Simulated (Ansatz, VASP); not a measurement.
**Rh: VASP beside Ansatz**

Contents of INCAR:

```
ALGO = Normal ; EDIFF = 1E-6
ENCUT = 500 ; GGA = PS
GGA_COMPAT = False ; ISIF = 2
ISMEAR = 0 ; LASPH = True
LCHARG = False ; LREAL = False
LWAVE = False ; NBANDS = 14
NELM = 120 ; PREC = Accurate
SIGMA = 0.15
```

File KPOINTS:

```
k-points
0
Gamma
  16 16 16
```

Contents of POSCAR:

```
Rh
1.0
    0.0152701247      1.9118378149      1.8873250198
    1.8682828678      0.0126003577      1.8899947868
    1.8816893287      1.9279140428     -0.0008061032
Rh
1
Direct
    0.0000000000      0.0000000000      0.0000000000
```

Input for Ansatz:

```yaml
crystal:
  lattice:
    - [0.0152701247, 1.9118378149, 1.8873250198]
    - [1.8682828678, 0.0126003577, 1.8899947868]
    - [1.8816893287, 1.9279140428, -0.0008061032]
  atoms:
    - { symbol: Rh, position: [0.0, 0.0, 0.0] }
basis:
  ecutwfc: 420
kpoints:
  mp_grid: { grid: [16, 16, 16] }
hamiltonian:
  xc: pbesol
scf:
  occupations: { method: gaussian, width: 0.15 }
output:
  forces: true
  stress: true
  eigenvalues: true
```

Change from the starting cell: cell sheared at random, sigma 0.01, atoms nudged by 0.01 Å.

Alike in both runs: task single point; functional PBEsol; k mesh 16 × 16 × 16; occupations gaussian, width 0.15 eV; no spin polarisation.

```csv
,VASP,Ansatz
version,VASP 6.6.1,Ansatz 0.2.0
potentials or method,"VASP PAW PBE potentials, release 64 (Rh_pv), cutoff 500 eV","scalar-relativistic, plane waves, PAW"
valence electrons in the cell,15,17
```

Ansatz gave:

* gap on the k mesh at the Fermi level (eV): none
* pressure (GPa): 0.4
* traceless stress, the component that is largest in VASP (GPa): -3.17

Q: Which values does VASP return?

A: gap on the k mesh at the Fermi level (eV): none; pressure (GPa): 0.3; traceless stress, the component that is largest in VASP (GPa): -3.17.

VASP's potentials were made for PBE, not for PBEsol. A gap of «none» marks a metal or a gap that the smearing closes. VASP's potentials hold 15 valence electrons a cell and Ansatz's 17, so a difference there can come from the potentials and not from the codes.
